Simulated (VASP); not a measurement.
A run of VASP 6.6.1:

File INCAR:

```
PREC = Accurate
ENCUT = 600
EDIFF = 1E-7
ISMEAR = 0
SIGMA = 0.1
LREAL = F
LASPH = T
NELM = 80
ALGO = Normal
ISIF = 3
LWAVE = F
LCHARG = F
GGA = PE
IBRION = 2
NSW = 90
EDIFFG = -0.04
```

Contents of KPOINTS:

```
regular mesh
0
Gamma
  6 6 8
```

The input POSCAR:

```
B5Pt
1.0
    5.0538429469      0.0000000000      0.0000000000
   -2.5269214735      4.3767563788      0.0000000000
    0.0000000000      0.0000000000      2.3885852617
B Pt
5 1
Direct
    0.6666666667      0.3333333333      0.5000000000
    0.3760136556      0.0000000000      0.0000000000
    0.6239863444      0.6239863444      0.0000000000
    0.0000000000      0.3760136556      0.0000000000
    0.3333333333      0.6666666667      0.5000000000
    0.0000000000      0.0000000000      0.5000000000
```

Potentials or basis: VASP PAW PBE potentials, release 64 (B, Pt).

Launch:

```sh
$ cat potpaw_PBE.64/B/POTCAR potpaw_PBE.64/Pt/POTCAR > POTCAR
$ mpirun -np 1 vasp_std > vasp.out
```

Hardware: 1 thread of Intel Xeon 6975P-C (shared host).

**Question.** Estimate the wall time of this run.

**Answer.** Wall time 110 s on 1 thread of Intel Xeon 6975P-C, with other jobs on the host, peak memory 0.21 GiB. Counts: scf iterations 44, k points 35, ion steps 5.
